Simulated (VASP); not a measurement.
# Mo (Im-3m) in VASP: notebook

The runs below take Mo through relaxation of cell and atoms, with PBE.

Program: VASP 6.6.1. These are calculated values, not measurements. Logs are shortened: lines on timing, memory, paths and dates and some standing lists are left out, and cuts for length are marked.

### 1 The cell of the first run

It takes space group Im-3m (No. 229, cubic). The conventional cell has a = 3.025 Å, b = 3.025 Å, c = 3.025 Å, α = 90.00°, β = 90.00°, γ = 90.00°. Mo (site symmetry m-3m) has 14 Mo at 2.62 to 3.02 Å within 3.5 Å.

### 2 Relaxation of cell and atoms, PBE, target pressure 45 GPa, at which the enthalpy is minimised

Input file INCAR:

```
SYSTEM = Mo
ALGO = Fast
EDIFF = 1E-7
EDIFFG = -0.001
ENCUT = 600
GGA = PE
IBRION = 2
ISIF = 3
ISMEAR = -1
LASPH = .True.
LCHARG = .False.
LREAL = .False.
LWAVE = .False.
NELM = 80
NSW = 80
PREC = Accurate
PSTRESS = 450.0
SIGMA = 0.15
```

Input file KPOINTS:

```
k-points
0
Gamma
  28 28 28
  0 0 0
```

Input file POSCAR:

```
Mo
1.0
   -1.5124484980      1.5124484980      1.5124484980
    1.5124484980     -1.5124484980      1.5124484980
    1.5124484980      1.5124484980     -1.5124484980
Mo
1
Direct
    0.0000000000      0.0000000000      0.0000000000
```

Potentials or basis: VASP PAW PBE potentials, release 64 (Mo_sv).

The run is started by

```
$ cat potpaw_PBE.64/Mo_sv/POTCAR > POTCAR
$ mpirun -np 1 vasp_std > vasp.out
```

OUTCAR:

```text
SYSTEM = Mo
   EDIFF = 1E-7
   EDIFFG = -0.001
   ENCUT = 600
   GGA = PE
   IBRION = 2
   ISIF = 3
   ISMEAR = -1
   LASPH = .True.
   LREAL = .False.
   NELM = 80
   NSW = 80
   PREC = Accurate
   PSTRESS = 450.0

 ion  position               nearest neighbor table
   1  0.000  0.000  0.000-

  LATTYP: Found a body centered cubic cell.
 ALAT       =     3.0248969960

  Lattice vectors:

 A1 = (  -1.5124484980,   1.5124484980,   1.5124484980)
 A2 = (   1.5124484980,  -1.5124484980,   1.5124484980)
 A3 = (   1.5124484980,   1.5124484980,  -1.5124484980)

Analysis of symmetry for initial positions (statically):
=====================================================================
 Subroutine PRICEL returns:
 Original cell was already a primitive cell.

 Routine SETGRP: Setting up the symmetry group for a
 body centered cubic supercell.

 Subroutine GETGRP returns: Found 48 space group operations
 (whereof 48 operations were pure point group operations)
 out of a pool of 48 trial point group operations.

The static configuration has the point symmetry O_h .

Analysis of symmetry for dynamics (positions and initial velocities):
=====================================================================
 Subroutine PRICEL returns:
 Original cell was already a primitive cell.

 Routine SETGRP: Setting up the symmetry group for a
 body centered cubic supercell.

 Subroutine GETGRP returns: Found 48 space group operations
 (whereof 48 operations were pure point group operations)
 out of a pool of 48 trial point group operations.

The dynamic configuration has the point symmetry O_h .

 Subroutine INISYM returns: Found 48 space group operations
 (whereof 48 operations are pure point group operations),
 and found     1 'primitive' translations

----------------------------------------------------------------------------------------

                                     Primitive cell

  volume of cell :      13.8389

  direct lattice vectors                    reciprocal lattice vectors
    -1.512448498  1.512448498  1.512448498     0.000000000  0.330589769  0.330589769
     1.512448498 -1.512448498  1.512448498     0.330589769  0.000000000  0.330589769
     1.512448498  1.512448498 -1.512448498     0.330589769  0.330589769  0.000000000

  length of vectors
     2.619637642  2.619637642  2.619637642     0.467524535  0.467524535  0.467524535

  position of ions in fractional coordinates (direct lattice)
     0.000000000  0.000000000  0.000000000

  ion indices of the primitive-cell ions
   primitive index   ion index
                 1           1

----------------------------------------------------------------------------------------

 KPOINTS: k-points

Automatic generation of k-mesh.
 Grid dimensions read from file:
 generate k-points for:   28   28   28

 Generating k-lattice:

  Cartesian coordinates                     Fractional coordinates (reciprocal lattice)
     0.000000000  0.011806777  0.011806777     0.035714286  0.000000000  0.000000000
     0.011806777  0.000000000  0.011806777     0.000000000  0.035714286  0.000000000
     0.011806777  0.011806777  0.000000000     0.000000000  0.000000000  0.035714286

  Length of vectors
     0.016697305  0.016697305  0.016697305

  Shift w.r.t. Gamma in fractional coordinates (k-lattice)
     0.000000000  0.000000000  0.000000000

 Subroutine IBZKPT returns following result:
 ===========================================

 Found    624 irreducible k-points:

 Following reciprocal coordinates:
            Coordinates               Weight
  0.000000  0.000000  0.000000      1.000000
  0.035714  0.000000  0.000000     12.000000
  0.071429  0.000000  0.000000     12.000000
  0.107143  0.000000  0.000000     12.000000
  0.142857  0.000000  0.000000     12.000000
  0.178571  0.000000  0.000000     12.000000
[... 16 lines left out ...]
  0.285714  0.035714  0.000000     48.000000
  0.321429  0.035714 -0.000000     48.000000
 [... further k-points ...]
   k-points           NKPTS =    624   k-points in BZ     NKDIM =    624   number of bands    NBANDS=     11
   number of dos      NEDOS =    301   number of ions     NIONS =      1
   total plane-waves  NPLWV =  13824
   dimension x,y,z NGX =    24 NGY =   24 NGZ =   24
   dimension x,y,z NGXF=    48 NGYF=   48 NGZF=   48
   ions per type =               1
   NGX,Y,Z   is equivalent  to a cutoff of  15.23, 15.23, 15.23 a.u.
   NGXF,Y,Z  is equivalent  to a cutoff of  30.46, 30.46, 30.46 a.u.
 SYSTEM =  Mo
   PREC   = accura    normal or accurate (medium, high low for compatibility)
   ISTART =      0    job   : 0-new  1-cont  2-samecut
   ICHARG =      2    charge: 1-file 2-atom 10-const
   ISPIN  =      1    spin polarized calculation?
   LNONCOLLINEAR =      F non collinear calculations
   LSORBIT =      F    spin-orbit coupling
   LASPH  =      T    aspherical Exc in radial PAW
   ENCUT  =  600.0 eV  44.10 Ry    6.64 a.u.   5.23  5.23  5.23*2*pi/ulx,y,z
   NELM   =     80;   NELMIN=  2; NELMDL= -5     # of ELM steps
   EDIFF  = 0.1E-06   stopping-criterion for ELM
   LREAL  =      F    real-space projection
   EDIFFG = -.1E-02   stopping-criterion for IOM
   NSW    =     80    number of steps for IOM
   IBRION =      2    ionic relax: 0-MD 1-quasi-New 2-CG
   NFREE  =      1    steps in history (QN), initial steepest desc. (CG)
   ISIF   =      3    stress and relaxation
   ISYM   =      2    0-nonsym 1-usesym 2-fastsym
   POTIM  = 0.5000    time-step for ionic-motion
   TEBEG  =    0.0;   TEEND  =   0.0 temperature during run
   PSTRESS=  450.0 pullay stress
   NELECT =      14.0000    total number of electrons
   NUPDOWN=      -1.0000    fix difference up-down
   EMIN   =  10.00;   EMAX   =-10.00  energy-range for DOS
   EFERMI =   0.00;   METHOD = LEGACY
   ISMEAR =    -1;   SIGMA  =   0.15  broadening in eV -4-tet -1-fermi 0-gaus
   EFERMI_NEDOS =   21; number of points for ismear=-14 and -15
   IALGO  =     68    algorithm
   IMIX   =      4    mixing-type and parameters
     AMIX     =   0.40;   BMIX     =  1.00
     AMIX_MAG =   1.60;   BMIX_MAG =  1.00
  volume/ion in A,a.u.               =      13.84        93.39
  Fermi-wavevector in a.u.,A,eV,Ry     =   1.643426  3.105626 36.747298  2.700850
  Thomas-Fermi vector in A             =   2.733563
   LORBIT       =      0    0 simple, 1 ext, 2 COOP (PROOUT), +10 PAW based schemes
   GGA     = PE    functional components
   LHFCALC =     F    Hartree Fock is set to
   AEXX    =    0.0000 exact exchange contribution
   IVDW    =     0    specifies the selected vdW correction
   LEPSILON=     F    determine dielectric tensor
   LRPA    =     F    only Hartree local field effects (RPA)
 conjugate gradient relaxation of ions
 non-spin polarized calculation
 RMM-DIIS sequential band-by-band and
  energy-cutoff  :      600.00
  volume of cell :       13.84
 maximum number of plane-waves:       478
 NGX is ok and might be reduce to    24
   NGX = 11   NGY = 11   NGZ = 11

--------------------------------------- Ionic step        1  -------------------------------------------

 number of electron      14.0000002 magnetization

 Free energy of the ion-electron system (eV)
  ---------------------------------------------------
  ext. energy  EPLUGINS =         0.00000000
  ---------------------------------------------------
  free energy    TOTEN  =       -10.70369325 eV

  energy without entropy =      -10.65710586  energy(sigma->0) =      -10.68039956

------------------------ aborting loop because EDIFF is reached ----------------------------------------

  FORCE on cell =-STRESS in cart. coord.  units (eV):
  Direction    XX          YY          ZZ          XY          YZ          ZX
  --------------------------------------------------------------------------------------
  -------------------------------------------------------------------------------------
  Total        3.9656285      3.9656285      3.9656285      0.0000000      0.0000000     -0.0000000
  in kB      459.1143169    459.1143169    459.1143169      0.0000000      0.0000000     -0.0000000
  external PRESSURE =       9.1143169 kB  Pullay stress =     450.0000000 kB
[... 170 lines left out ...]
  enthalpy is  TOTEN    =        -6.8168681182 eV   P V=        3.8943593066

--------------------------------------- Ionic step        6  -------------------------------------------

 number of electron      14.0000002 magnetization

 Free energy of the ion-electron system (eV)
  ---------------------------------------------------
  ext. energy  EPLUGINS =         0.00000000
  ---------------------------------------------------
  free energy    TOTEN  =       -10.71183732 eV

  energy without entropy =      -10.66521755  energy(sigma->0) =      -10.68852744

 E-fermi :  14.6430     XC(G=0): -14.0780

 val. band max:       14.6427536966   @ k =  -0.2500   0.2500   0.1071
 cond. band min:      14.6431958588   @ k =  -0.1786   0.2143   0.1429
 fundamental gap:      0.0004421623
 Fermi energy:        14.6429835269

 k-point     1 :       0.0000    0.0000    0.0000
  band No.  band energies     occupation
      1     -46.7122      2.00000
      2     -19.6411      2.00000
      3     -19.6411      2.00000
      4     -19.6411      2.00000
      5       7.0397      2.00000
      6      13.0023      1.99996
      7      13.0023      1.99996
      8      13.0023      1.99996
      9      16.4975      0.00001
     10      16.4975      0.00001
     11      29.5980      0.00000
[... 309 lines left out ...]
 k-point    24 :       0.3214    0.0357   -0.0000
  band No.  band energies     occupation
      1     -46.3867      2.00000
      2     -21.2207      2.00000
      3     -20.1356      2.00000
      4     -19.6703      2.00000
      5       9.0614      2.00000
      6      11.0773      2.00000
      7      14.1078      1.94513
      8      16.3026      0.00003
      9      17.0257      0.00000
     10      17.9599      0.00000
     11      28.5146      0.00000

 [... further k-points ...]

------------------------ aborting loop because EDIFF is reached ----------------------------------------

  FORCE on cell =-STRESS in cart. coord.  units (eV):
  Direction    XX          YY          ZZ          XY          YZ          ZX
  --------------------------------------------------------------------------------------
  -------------------------------------------------------------------------------------
  Total        3.8941645      3.8941645      3.8941645      0.0000000      0.0000000      0.0000000
  in kB      449.9070535    449.9070535    449.9070535      0.0000000      0.0000000      0.0000000
  external PRESSURE =      -0.0929465 kB  Pullay stress =     450.0000000 kB
[... 16 lines left out ...]
  FREE ENERGIE OF THE ION-ELECTRON SYSTEM (eV)
  ---------------------------------------------------
  free  energy   TOTEN  =       -10.7118373202 eV

  energy  without entropy=      -10.6652175536  energy(sigma->0) =      -10.68852744

  enthalpy is  TOTEN    =        -6.8168683694 eV   P V=        3.8949689507

 reached required accuracy - stopping structural energy minimisation
```

Wall time 4.1 min (1 thread of Intel Xeon 6975P-C, shared host); peak memory 0.25 GiB.

What came out:

| Item | Value |
| --- | --- |
| Free energy | -10.7118 eV |
| Relaxed volume | 13.87 Å³/atom |
| Relaxed cell | a = 2.621 Å, b = 2.621 Å, c = 2.621 Å, α = 109.47°, β = 109.47°, γ = 109.47° |
| Space group after relaxing (to 0.05 Å) | Im-3m (No. 229) |
| Energy change on relaxing (the enthalpy is what falls) | -8.1 meV/atom |
| Ionic steps | 6 |
| Pressure after relaxing | 45.0 GPa |
| Band gap on the k mesh | zero (band 7 reaches 19.33 eV, above the bottom of band 8 at 13.00 eV) |

The path:
```tsv
step	energy change (eV)	largest force (eV/Å)	pressure (GPa)	volume (Å³)
1	0.0000	0.0000	45.91	13.84
2	-0.0429	0.0000	41.04	14.00
3	-0.0081	0.0000	45.03	13.87
4	-0.0083	0.0000	44.98	13.87
5	-0.0075	0.0000	45.06	13.87
6	-0.0081	0.0000	44.99	13.87
```

Final structure:
```
Mo
1.0
    -1.51349    1.51349    1.51349
     1.51349   -1.51349    1.51349
     1.51349    1.51349   -1.51349
Mo
1
Direct
  0.00000 0.00000 0.00000
```

Caveat: the cell is relaxed towards a set pressure, so the enthalpy falls and the energy may rise.

[end of part 1 of 2]
